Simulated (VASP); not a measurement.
Wanted: the native input for a VASP 6.6.1 run.

* Task: relaxation of cell and atoms
* Functional: PBE
* Potentials or basis: VASP PAW PBE potentials, release 64 (Sn_d)
* Cutoff: 600 eV
* k mesh: 10 × 10 × 10
* Occupations: fermi-dirac, width 0.05 eV
* Spin: no spin polarisation
* Target pressure: 1.4 GPa
* Dipole correction: no
* Further INCAR settings: ALGO = Normal; EDIFF = 1e-06; IBRION = 2; EDIFFG = -0.005; NSW = 32; ISIF = 3

The structure of Sn lies in POSCAR:

```
Sn
1.0
    0.0000000000      3.2887427338      3.2887427338
    3.2887427338      0.0000000000      3.2887427338
    3.2887427338      3.2887427338      0.0000000000
Sn
2
Direct
   -0.1250000000     -0.1250000000     -0.1250000000
    0.1250000000      0.1250000000      0.1250000000
```

This isn't the form of Sn at room conditions, which is tetragonal (white tin).

One way to write it, as run:

INCAR

```
PREC = Accurate ; ENCUT = 600
EDIFF = 1E-6 ; ISMEAR = -1
SIGMA = 0.05 ; LREAL = F
LASPH = T ; NELM = 80
ALGO = Normal ; ISIF = 3
LWAVE = F ; LCHARG = F
GGA = PE ; IBRION = 2
NSW = 32 ; EDIFFG = -0.005
PSTRESS = 14.0
```

KPOINTS

```
regular mesh
0
Gamma
  10 10 10
```

Potentials or basis: VASP PAW PBE potentials, release 64 (Sn_d).

The run is started by

```console
$ cat potpaw_PBE.64/Sn_d/POTCAR > POTCAR
$ mpirun -np 1 vasp_std > vasp.out
```

Results of the run:

The relaxed volume is 35.53 Å³/atom, the relaxed cell is a = 4.649 Å, b = 4.649 Å, c = 4.649 Å, α = 60.00°, β = 60.00°, γ = 60.00° and the space group after relaxing (to 0.1 Å) is Fd-3m (No. 227). The energy change on relaxing (the run minimises the enthalpy) is +0.3 meV/atom and the ionic steps are 2. The pressure after relaxing is 1.4 GPa and the band gap on the k mesh is zero (bands 14 and 15 overlap by 0.17 eV).

Caveat: the cell is relaxed towards a set pressure, so the run minimises the enthalpy, not the energy; spin-orbit coupling is left out, which moves the levels of the heavy elements.

Run time: 120 s on 1 thread of Intel Xeon 8259CL, on a shared host, peak memory 0.27 GiB.
